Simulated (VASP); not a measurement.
# Ba3O2 (P4/mbm) in VASP: further runs

Ba3O2 is run at these levels: PBE; tasks: single point, relaxation of cell and atoms.

Everything below comes from runs of VASP 6.6.1. Logs are shortened: lines on timing, memory, paths and dates and some standing lists are left out, and cuts for length are marked.

## (1) The cell of the first run

Symmetry: P4/mbm, No. 127, tetragonal system. Conventional cell: a = 8.243 Å, b = 8.243 Å, c = 4.508 Å, α = 90.00°, β = 90.00°, γ = 90.00°. Ba (site symmetry 4/m) has 4 O at 2.92 Å and 8 Ba at 3.80 Å within 3.9 Å. Ba (site symmetry m2m) has 2 O at 2.48 Å within 3.3 Å. Within 3.3 Å of O (site symmetry m2m) lie 4 Ba at 2.48 to 2.92 Å.

## (2) Single point, PBE

Input file INCAR:

```
SYSTEM = Ba3O2
PREC = Accurate
ENCUT = 520
EDIFF = 1E-6
ISMEAR = 0
SIGMA = 0.1
LREAL = .False.
LASPH = .True.
NELM = 100
ALGO = Normal
ISIF = 2
LWAVE = .False.
LCHARG = .True.
GGA = PE
LELF = .True.
LVHAR = .True.
NBANDS = 53
```

Input file KPOINTS:

```
Automatic mesh
0
Gamma
  6 6 8
  0 0 0
```

Input file POSCAR:

```
Ba3O2
1.0
    8.2434108753      0.0000000000      0.0000000000
    0.0000000000      8.2434108753      0.0000000000
    0.0000000000      0.0000000000      4.5078706118
Ba O
6 4
Direct
    0.0000000000      0.0000000000      0.0000000000
    0.5000000000      0.5000000000      0.0000000000
    0.1699364877      0.6699364877      0.5000000000
    0.3300635123      0.1699364877      0.5000000000
    0.8300635123      0.3300635123      0.5000000000
    0.6699364877      0.8300635123      0.5000000000
    0.2584780210      0.7584780210      0.0000000000
    0.2415219790      0.2584780210      0.0000000000
    0.7415219790      0.2415219790      0.0000000000
    0.7584780210      0.7415219790      0.0000000000
```

Potentials or basis: VASP PAW PBE potentials, release 64 (Ba_sv, O).

On the command line:

```
$ cat potpaw_PBE.64/Ba_sv/POTCAR potpaw_PBE.64/O/POTCAR > POTCAR
$ mpirun -np 1 vasp_std > vasp.out
```

OUTCAR:

```text
SYSTEM = Ba3O2
   PREC = Accurate
   ENCUT = 520
   EDIFF = 1E-6
   ISMEAR = 0
   LREAL = .False.
   LASPH = .True.
   NELM = 100
   ISIF = 2
   GGA = PE

 ion  position               nearest neighbor table
   1  0.000  0.000  0.000-   7 2.92   8 2.92   9 2.92  10 2.92   3 3.80   4 3.80   5 3.80   6 3.80
                             3 3.80   4 3.80   5 3.80   6 3.80
   2  0.500  0.500  0.000-   7 2.92   8 2.92   9 2.92  10 2.92   3 3.80   4 3.80   5 3.80   6 3.80
                             3 3.80   4 3.80   5 3.80   6 3.80
   3  0.170  0.670  0.500-   7 2.48   7 2.48   1 3.80   1 3.80   2 3.80   2 3.80   5 3.96   4 4.33
                             6 4.33   4 4.33   6 4.33
   4  0.330  0.170  0.500-   8 2.48   8 2.48   1 3.80   1 3.80   2 3.80   2 3.80   6 3.96   5 4.33
                             3 4.33   3 4.33   5 4.33
   5  0.830  0.330  0.500-   9 2.48   9 2.48   1 3.80   1 3.80   2 3.80   2 3.80   3 3.96   4 4.33
                             6 4.33   6 4.33   4 4.33
   6  0.670  0.830  0.500-  10 2.48  10 2.48   1 3.80   1 3.80   2 3.80   2 3.80   4 3.96   3 4.33
                             5 4.33   5 4.33   3 4.33
   7  0.258  0.758  0.000-   3 2.48   3 2.48   1 2.92   2 2.92
   8  0.242  0.258  0.000-   4 2.48   4 2.48   1 2.92   2 2.92
   9  0.742  0.242  0.000-   5 2.48   5 2.48   1 2.92   2 2.92
  10  0.758  0.742  0.000-   6 2.48   6 2.48   1 2.92   2 2.92

  LATTYP: Found a simple tetragonal cell.
 ALAT       =     8.2434108753
 C/A-ratio  =     0.5468453144

  Lattice vectors:

 A1 = (   8.2434108753,   0.0000000000,   0.0000000000)
 A2 = (   0.0000000000,   8.2434108753,   0.0000000000)
 A3 = (   0.0000000000,   0.0000000000,   4.5078706118)

Analysis of symmetry for initial positions (statically):
=====================================================================
 Subroutine PRICEL returns:
 Original cell was already a primitive cell.

 Routine SETGRP: Setting up the symmetry group for a
 simple tetragonal supercell.

 Subroutine GETGRP returns: Found 16 space group operations
 (whereof  8 operations were pure point group operations)
 out of a pool of 16 trial point group operations.

The static configuration has the point symmetry C_4h.
 The point group associated with its full space group is D_4h.

Analysis of symmetry for dynamics (positions and initial velocities):
=====================================================================
 Subroutine PRICEL returns:
 Original cell was already a primitive cell.

 Routine SETGRP: Setting up the symmetry group for a
 simple tetragonal supercell.

 Subroutine GETGRP returns: Found 16 space group operations
 (whereof  8 operations were pure point group operations)
 out of a pool of 16 trial point group operations.

The dynamic configuration has the point symmetry C_4h.
 The point group associated with its full space group is D_4h.

 Subroutine INISYM returns: Found 16 space group operations
 (whereof  8 operations are pure point group operations),
 and found     1 'primitive' translations

----------------------------------------------------------------------------------------

                                     Primitive cell

  volume of cell :     306.3270

  direct lattice vectors                    reciprocal lattice vectors
     8.243410875  0.000000000  0.000000000     0.121309009  0.000000000  0.000000000
     0.000000000  8.243410875  0.000000000     0.000000000  0.121309009  0.000000000
     0.000000000  0.000000000  4.507870612     0.000000000  0.000000000  0.221834229

  length of vectors
     8.243410875  8.243410875  4.507870612     0.121309009  0.121309009  0.221834229

  position of ions in fractional coordinates (direct lattice)
     0.000000000  0.000000000  0.000000000
     0.500000000  0.500000000  0.000000000
     0.169936488  0.669936488  0.500000000
     0.330063512  0.169936488  0.500000000
     0.830063512  0.330063512  0.500000000
     0.669936488  0.830063512  0.500000000
     0.258478021  0.758478021  0.000000000
     0.241521979  0.258478021  0.000000000
     0.741521979  0.241521979  0.000000000
     0.758478021  0.741521979  0.000000000

  ion indices of the primitive-cell ions
   primitive index   ion index
                 1           1
                 2           2
                 3           3
                 4           4
                 5           5
                 6           6
                 7           7
                 8           8
                 9           9
                10          10

----------------------------------------------------------------------------------------

 KPOINTS: Automatic mesh

Automatic generation of k-mesh.
 Grid dimensions read from file:
 generate k-points for:    6    6    8

 Generating k-lattice:

  Cartesian coordinates                     Fractional coordinates (reciprocal lattice)
     0.020218168  0.000000000  0.000000000     0.166666667  0.000000000  0.000000000
[... 62 lines left out ...]
   IMIX   =      4    mixing-type and parameters
     AMIX     =   0.40;   BMIX     =  1.00
     AMIX_MAG =   1.60;   BMIX_MAG =  1.00
  volume/ion in A,a.u.               =      30.63       206.72
  Fermi-wavevector in a.u.,A,eV,Ry     =   1.063586  2.009887 15.391131  1.131216
  Thomas-Fermi vector in A             =   2.199076
   LORBIT       =      0    0 simple, 1 ext, 2 COOP (PROOUT), +10 PAW based schemes
   GGA     = PE    functional components
   LHFCALC =     F    Hartree Fock is set to
   AEXX    =    0.0000 exact exchange contribution
   IVDW    =     0    specifies the selected vdW correction
   LEPSILON=     F    determine dielectric tensor
   LRPA    =     F    only Hartree local field effects (RPA)
 non-spin polarized calculation
 Gauss-broadening in eV      SIGMA  =   0.10
  energy-cutoff  :      520.00
  volume of cell :      306.33
 maximum number of plane-waves:      8296
 NGX is ok and might be reduce to    64
   NGX = 31   NGY = 31   NGZ = 17

 number of electron      84.0000015 magnetization

 Free energy of the ion-electron system (eV)
  ---------------------------------------------------
  ext. energy  EPLUGINS =         0.00000000
  ---------------------------------------------------
  free energy    TOTEN  =       -46.86346363 eV

  energy without entropy =      -46.83948144  energy(sigma->0) =      -46.85147254

 E-fermi :   2.8896     XC(G=0):  -8.4413

 val. band max:        2.8740069579   @ k =   0.3333   0.3333   0.3750
 cond. band min:       2.8903603191   @ k =   0.5000   0.5000   0.3750
 fundamental gap:      0.0163533611
 Fermi energy:         2.8896059735

 k-point     1 :       0.0000    0.0000    0.0000
  band No.  band energies     occupation
      1     -25.5438      2.00000
      2     -25.4122      2.00000
      3     -25.4035      2.00000
      4     -25.4035      2.00000
      5     -25.3141      2.00000
      6     -25.2268      2.00000
[... 45 lines left out ...]
     52       5.3851      0.00000
     53       5.5153      0.00000

 k-point     2 :       0.1667    0.0000    0.0000
  band No.  band energies     occupation
      1     -25.5373      2.00000
      2     -25.4244      2.00000
      3     -25.4071      2.00000
      4     -25.4038      2.00000
      5     -25.3012      2.00000
      6     -25.2300      2.00000
[... 45 lines left out ...]
     52       5.5404      0.00000
     53       5.6312      0.00000

 k-point     3 :       0.3333    0.0000    0.0000
  band No.  band energies     occupation
      1     -25.5187      2.00000
      2     -25.4565      2.00000
      3     -25.4069      2.00000
      4     -25.4047      2.00000
      5     -25.2774      2.00000
      6     -25.2396      2.00000
[... 45 lines left out ...]
     52       5.3339      0.00000
     53       5.5991      0.00000
[... 1065 lines left out ...]
 k-point    23 :       0.3333    0.0000    0.2500
  band No.  band energies     occupation
      1     -25.4746      2.00000
      2     -25.4267      2.00000
      3     -25.3885      2.00000
      4     -25.3869      2.00000
      5     -25.2844      2.00000
      6     -25.2616      2.00000
[... 45 lines left out ...]
     52       5.4458      0.00000
     53       5.6772      0.00000

 k-point    24 :       0.5000    0.0000    0.2500
  band No.  band energies     occupation
      1     -25.4525      2.00000
      2     -25.4525      2.00000
      3     -25.3878      2.00000
      4     -25.3878      2.00000
      5     -25.2711      2.00000
      6     -25.2711      2.00000
[... 45 lines left out ...]
     52       5.5972      0.00000
     53       5.6762      0.00000

 [... further k-points ...]
[... 5 lines left out ...]
  --------------------------------------------------------------------------------------
  -------------------------------------------------------------------------------------
  Total        1.2692615      1.2692615      4.2837949      0.0000000      0.0000000      0.0000000
  in kB        6.6385979      6.6385979     22.4054624      0.0000000      0.0000000      0.0000000
  external PRESSURE =      11.8942194 kB  Pullay stress =       0.0000000 kB

 VOLUME and BASIS-vectors are now :
 -----------------------------------------------------------------------------
  energy-cutoff  :      520.00
  volume of cell :      306.33
      direct lattice vectors                 reciprocal lattice vectors
     8.243410875  0.000000000  0.000000000     0.121309009  0.000000000  0.000000000
     0.000000000  8.243410875  0.000000000     0.000000000  0.121309009  0.000000000
     0.000000000  0.000000000  4.507870612     0.000000000  0.000000000  0.221834229

 POSITION                                       TOTAL-FORCE (eV/Angst)
 -----------------------------------------------------------------------------------
      0.00000      0.00000      0.00000        -0.000000     -0.000000     -0.000000
      4.12171      4.12171      0.00000        -0.000000     -0.000000     -0.000000
      1.40086      5.52256      2.25394        -0.199481     -0.199481     -0.000000
      2.72085      1.40086      2.25394         0.199481     -0.199481      0.000000
      6.84255      2.72085      2.25394         0.199481      0.199481      0.000000
      5.52256      6.84255      2.25394        -0.199481      0.199481     -0.000000
      2.13074      6.25245      0.00000         0.183142      0.183142     -0.000000
      1.99096      2.13074      0.00000        -0.183142      0.183142     -0.000000
      6.11267      1.99096      0.00000        -0.183142     -0.183142     -0.000000
      6.25245      6.11267      0.00000         0.183142     -0.183142      0.000000
 -----------------------------------------------------------------------------------
    total drift:                                0.000000     -0.000000     -0.000000

  FREE ENERGIE OF THE ION-ELECTRON SYSTEM (eV)
  ---------------------------------------------------
  free  energy   TOTEN  =       -46.8634636337 eV

  energy  without entropy=      -46.8394814369  energy(sigma->0) =      -46.85147254
```

Run time: 11 min. Hardware: 1 thread of Intel Xeon Platinum 8488C (Sapphire Rapids), shared host; peak memory 0.77 GiB.

Results:

| Item | Value |
| --- | --- |
| Free energy | -46.8635 eV |
| Pressure | 1.2 GPa |
| Largest force | 0.282 eV/Å |
| Band gap on the k mesh | zero (bands 42 and 43 overlap by 0.49 eV) |

Forces on the atoms (eV/Å):
```
Ba   0.000  0.000  0.000
Ba   0.000  0.000  0.000
Ba  -0.199 -0.199  0.000
Ba   0.199 -0.199  0.000
Ba   0.199  0.199  0.000
Ba  -0.199  0.199  0.000
O    0.183  0.183  0.000
O   -0.183  0.183  0.000
O   -0.183 -0.183  0.000
O    0.183 -0.183  0.000
```

Caveat: spin-orbit coupling is left out, which moves the levels of the heavy elements.

## (3) Single point, PBE

Input file INCAR:

```
SYSTEM = Ba3O2
ALGO = Normal
EDIFF = 1E-6
ENCUT = 520
GGA = PE
ISIF = 2
ISMEAR = 0
LASPH = .TRUE.
LCHARG = .FALSE.
LREAL = .FALSE.
LWAVE = .FALSE.
NBANDS = 53
NELM = 80
PREC = Accurate
SIGMA = 0.1
```

Input file KPOINTS:

```
k-points
0
G
  2 2 4
  0 0 0
```

POSCAR is that of step 2.

Potentials or basis: VASP PAW PBE potentials, release 64 (Ba_sv, O).

On the command line:

```
$ cat potpaw_PBE.64/Ba_sv/POTCAR potpaw_PBE.64/O/POTCAR > POTCAR
$ mpirun -np 1 vasp_std > vasp.out
```

Run time: 2 min. Hardware: 1 thread of AMD EPYC 9R45 (Zen 5), shared host; peak memory 0.41 GiB.

The run converged. Its results:

| Item | Value |
| --- | --- |
| Free energy | -46.8533 eV |
| Pressure | 1.3 GPa |
| Largest force | 0.270 eV/Å |
| Band gap on the k mesh | zero (bands 42 and 43 overlap by 0.49 eV) |

Forces in eV/Å, atoms in the order of the input:
```
Ba   0.000  0.000  0.000
Ba   0.000  0.000  0.000
Ba  -0.191 -0.191  0.000
Ba   0.191 -0.191  0.000
Ba   0.191  0.191  0.000
Ba  -0.191  0.191  0.000
O    0.183  0.183  0.000
O   -0.183  0.183  0.000
O   -0.183 -0.183  0.000
O    0.183 -0.183  0.000
```

Stress tensor (GPa, compression positive):
```
0.69 0.00 0.00
0.00 0.69 0.00
0.00 0.00 2.51
```

Levels at points of the mesh, in eV from the Fermi level:
| k point | band 39 | band 40 | band 41 | band 42 | band 43 | band 44 | band 45 | band 46 |
| --- | --- | --- | --- | --- | --- | --- | --- | --- |
| (0.00, 0.00, 0.00) | -2.55 | -2.53 | -1.69 | -0.28 | 0.08 | 0.77 | 0.77 | 1.34 |
| (0.50, 0.00, 0.00) | -2.62 | -2.62 | -1.10 | -1.10 | 0.19 | 0.19 | 1.23 | 1.23 |
| (0.50, 0.50, 0.00) | -2.52 | -2.52 | -1.10 | -1.10 | 0.26 | 0.26 | 1.06 | 1.06 |
| (0.00, 0.00, 0.50) | -2.39 | -2.31 | -0.48 | -0.44 | -0.44 | 1.23 | 1.31 | 1.42 |
| (0.50, 0.00, 0.50) | -2.37 | -2.37 | -0.20 | -0.20 | 0.18 | 0.18 | 0.90 | 0.90 |
| (0.50, 0.50, 0.50) | -2.52 | -2.52 | -0.23 | -0.23 | 0.64 | 0.64 | 0.95 | 0.95 |

Caveat: the k points lie up to 0.38 Å⁻¹ apart; spin-orbit coupling is left out, which moves the levels of the heavy elements.

## (4) Relaxation of cell and atoms, PBE

This run uses another cell than the first one, of 30.20 Å³/atom.

Input file INCAR:

```
SYSTEM = Ba3O2
ALGO = Normal
EDIFF = 1E-6
EDIFFG = -0.04
ENCUT = 600
GGA = PE
IBRION = 2
ISIF = 3
ISMEAR = 0
LASPH = .True.
LCHARG = .False.
LREAL = .False.
LWAVE = .False.
NELM = 80
NSW = 90
PREC = Accurate
SIGMA = 0.1
```

Input file KPOINTS:

```
k-points
0
Gamma
  2 2 4
  0 0 0
```

Input file POSCAR:

```
Ba3O2
1.0
    8.4398293685      0.0000000000      0.0000000000
    0.0000000000      8.4398293685      0.0000000000
    0.0000000000      0.0000000000      4.2400122504
Ba O
6 4
Direct
    0.0000000000      0.0000000000      0.0000000000
    0.5000000000      0.5000000000      0.0000000000
    0.1800000000      0.6800000000      0.5000000000
    0.3200000000      0.1800000000      0.5000000000
    0.8200000000      0.3200000000      0.5000000000
    0.6800000000      0.8200000000      0.5000000000
    0.3800000000      0.8800000000      0.0000000000
    0.1200000000      0.3800000000      0.0000000000
    0.6200000000      0.1200000000      0.0000000000
    0.8800000000      0.6200000000      0.0000000000
```

On the command line:

```
$ cat potpaw_PBE.64/Ba_sv/POTCAR potpaw_PBE.64/O/POTCAR > POTCAR
$ mpirun -np 1 vasp_std > vasp.out
```

Wall time 39 min (1 thread of AMD EPYC 9R45 (Zen 5), shared host); peak memory 0.48 GiB.

Results (log left out):

```yaml
Free_energy: -46.9122 eV
Relaxed_volume: 31.39 Å³/atom
Relaxed_cell: a = 8.294 Å, b = 8.294 Å, c = 4.563 Å, α = 90.00°, β = 90.00°, γ = 90.00°
Space_group_after_relaxing_to_0.1_Å: P4/mbm (No. 127)
Energy_gained_by_relaxing: 464.3 meV/atom
Ionic_steps: 24
Pressure_after_relaxing: -0.2 GPa
Largest_force_after_relaxing: 0.019 eV/Å
Band_gap_on_the_k_mesh: zero (bands 42 and 43 overlap by 0.47 eV)
```

Forces on the atoms (eV/Å):
```
Ba   0.000  0.000  0.000
Ba   0.000  0.000  0.000
Ba  -0.013 -0.013  0.000
Ba   0.013 -0.013  0.000
Ba   0.013  0.013  0.000
Ba  -0.013  0.013  0.000
O   -0.001 -0.001  0.000
O    0.001 -0.001  0.000
O    0.001  0.001  0.000
O   -0.001  0.001  0.000
```

The path:
```csv
step,energy change (eV),largest force (eV/Å),pressure (GPa),volume (Å³)
1,0.0000,1.8112,-5.38,302.02
2,-1.9770,1.6955,-2.53,259.72
3,-2.5953,1.4109,2.78,228.56
4,-3.3313,0.9497,2.18,232.27
5,-3.9938,0.5585,1.03,242.79
6,-4.0145,0.3625,1.09,241.30
7,-4.1571,0.2851,-0.57,251.70
8,-4.1574,0.2850,-0.63,252.14
9,-4.2139,0.2155,0.36,249.24
10,-4.2222,0.1647,1.00,247.62
11,-4.2607,0.1600,0.95,250.04
12,-4.3515,0.1343,0.95,257.37
13,-4.4255,0.2711,1.36,272.39
14,-4.4835,0.2689,-0.64,292.19
15,-4.4867,0.2270,-0.30,288.31
16,-4.5152,0.2027,-0.26,291.86
17,-4.5441,0.1301,-0.09,299.24
18,-4.5747,0.1044,-0.06,301.17
19,-4.6230,0.0825,-0.01,306.37
20,-4.5780,0.1020,-0.12,316.68
21,-4.6299,0.0845,-0.02,308.92
22,-4.6388,0.1136,0.23,310.25
23,-4.6388,0.1126,0.22,310.19
24,-4.6426,0.0189,-0.17,313.88
```

Final structure:
```cif
data_structure
_symmetry_space_group_name_H-M 'P 1'
_symmetry_Int_Tables_number 1
_cell_length_a 8.2940
_cell_length_b 8.2940
_cell_length_c 4.5628
_cell_angle_alpha 90.000
_cell_angle_beta 90.000
_cell_angle_gamma 90.000
_cell_volume 313.88
loop_
_atom_site_label
_atom_site_type_symbol
_atom_site_fract_x
_atom_site_fract_y
_atom_site_fract_z
_atom_site_occupancy
Ba1 Ba 0.00000 0.00000 0.00000 1
Ba2 Ba 0.50000 0.50000 0.00000 1
Ba3 Ba 0.17159 0.67159 0.50000 1
Ba4 Ba 0.32841 0.17159 0.50000 1
Ba5 Ba 0.82841 0.32841 0.50000 1
Ba6 Ba 0.67159 0.82841 0.50000 1
O1 O 0.26389 0.76389 0.00000 1
O2 O 0.23611 0.26389 0.00000 1
O3 O 0.73611 0.23611 0.00000 1
O4 O 0.76389 0.73611 0.00000 1
```

Levels at points of the mesh, in eV from the Fermi level:
```csv
k point,band 40,band 41,band 42,band 43,band 44,band 45
"(0.00, 0.00, 0.00)",-2.49,-1.70,-0.28,0.05,0.75,0.75
"(0.50, 0.00, 0.00)",-2.62,-1.11,-1.11,0.18,0.18,1.24
"(0.50, 0.50, 0.00)",-2.46,-1.09,-1.09,0.25,0.25,1.04
"(0.00, 0.00, 0.50)",-2.26,-0.48,-0.41,-0.41,1.13,1.37
"(0.50, 0.00, 0.50)",-2.31,-0.19,-0.19,0.19,0.19,0.91
"(0.50, 0.50, 0.50)",-2.46,-0.17,-0.17,0.60,0.60,0.94
```

Caveat: the k points lie up to 0.38 Å⁻¹ apart in the final cell; spin-orbit coupling is left out, which moves the levels of the heavy elements.

## (5) The runs side by side

```tsv
task	cell	k mesh	cutoff (eV)	gap on the mesh (eV)	pressure (GPa)	largest force (eV/Å)
single point	a = 8.243, b = 8.243, c = 4.508 Å, 10 atoms, atomic positions A	6 × 6 × 8	520	none	1.2	0.28
single point	a = 8.243, b = 8.243, c = 4.508 Å, 10 atoms, atomic positions A	2 × 2 × 4	520	none	1.3	0.27
relaxation of cell and atoms	relaxed from a = 8.440, b = 8.440, c = 4.240 Å, 10 atoms, atomic positions B	2 × 2 × 4	600	none	-0.2	0.02
```

Alike in all rows: level PBE; potentials or basis VASP PAW PBE potentials, release 64 (Ba_sv, O); no spin polarisation; smearing gaussian 0.1 eV.

Caveats: some runs use coarse meshes; spin-orbit coupling is left out, which moves the levels of the heavy elements.

Absolute energies hang on the potentials; compare differences alone.

The gap in the log of VASP goes by the Fermi energy; the results here count the filled bands.